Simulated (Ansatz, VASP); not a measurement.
**TiAl3F in VASP and in Ansatz**

The input INCAR:

```
SYSTEM = TiAl3F
PREC     = Accurate       ! precision mode
ENCUT    = 520            ! plane-wave cutoff, eV
EDIFF    = 1E-6           ! SCF threshold, eV
ISMEAR   = 0              ! smearing method
SIGMA    = 0.1            ! smearing width, eV
LREAL    = .FALSE.        ! projectors in reciprocal space
LASPH    = .TRUE.         ! aspherical terms in the spheres
NELM     = 150            ! most SCF steps
ALGO     = Normal         ! electronic algorithm
ISIF     = 2              ! what is computed and relaxed
LWAVE    = .FALSE.        ! write WAVECAR
LCHARG   = .FALSE.        ! write CHGCAR
ISPIN    = 2              ! spin polarisation
MAGMOM   = 1 0 0 0 0      ! initial moments
LORBIT   = 11             ! projections on sites
LMAXMIX  = 4              ! l up to which the mixer works
GGA      = PE             ! functional
NBANDS   = 26             ! bands
```

File KPOINTS:

```
Automatic mesh
0
G
  4 4 4
  0 0 0
```

File POSCAR:

```
TiAl3F
1.0
    3.8357590800      0.0000000000      0.0000000000
    0.0000000000      3.8357590800      0.0000000000
    0.0000000000      0.0000000000      5.8295980200
Ti Al F
1 3 1
Direct
    0.5000000000      0.5000000000      0.5000000000
    0.0000000000      0.0000000000      0.0000000000
    0.5000000000      0.5000000000      0.2014734900
    0.5000000000      0.5000000000      0.7985265100
    0.5000000000      0.5000000000      0.0000000000
```

Input for Ansatz:

```yaml
crystal:
  lattice:
    - [3.83575908, 0.0, 0.0]
    - [0.0, 3.83575908, 0.0]
    - [0.0, 0.0, 5.82959802]
  atoms:
    - { symbol: Ti, position: [0.5, 0.5, 0.5], spin: 1.0 }
    - { symbol: Al, position: [0.0, 0.0, 0.0] }
    - { symbol: Al, position: [0.5, 0.5, 0.20147349] }
    - { symbol: Al, position: [0.5, 0.5, 0.79852651] }
    - { symbol: F, position: [0.5, 0.5, 0.0] }
basis:
  ecutwfc: 420
kpoints:
  mp_grid: { grid: [4, 4, 4] }
hamiltonian:
  xc: pbe
scf:
  occupations: { method: gaussian, width: 0.1 }
  lower_state_search: "off"
output:
  forces: true
  stress: true
  eigenvalues: true
  populations: true
magnetization:
  spin_polarized: true
```

Alike in both runs: task single point; functional PBE; k mesh 4 × 4 × 4; occupations gaussian, width 0.1 eV; collinear spin.

```csv
,VASP,Ansatz
version,VASP 6.6.1,Ansatz 0.2.0
potentials or method,"VASP PAW PBE potentials, release 64 (Ti_sv, Al, F), cutoff 520 eV","scalar-relativistic, plane waves, PAW"
valence electrons in the cell,28,28
```

VASP gave:

* gap on the k mesh at the Fermi level (eV): none
* rms of the force components (eV/Å): 14.789
* net moment per atom (μB): 0.18
* size of the moment on the site where the two differ most (μB): 0.68

**Question.** Which values does Ansatz return?

**Answer.** gap on the k mesh at the Fermi level (eV): none; rms of the force components (eV/Å): 19.532; net moment per atom (μB): 0.19; size of the moment on the site where the two differ most (μB): 0.40.

Site moments also hang on the region over which each program counts them. Atom by atom the forces differ by 4.743 eV/Å (rms over components). A gap of «none» marks a metal or a gap that the smearing closes.

The k mesh is coarse, so the values compare programs but aren't converged.
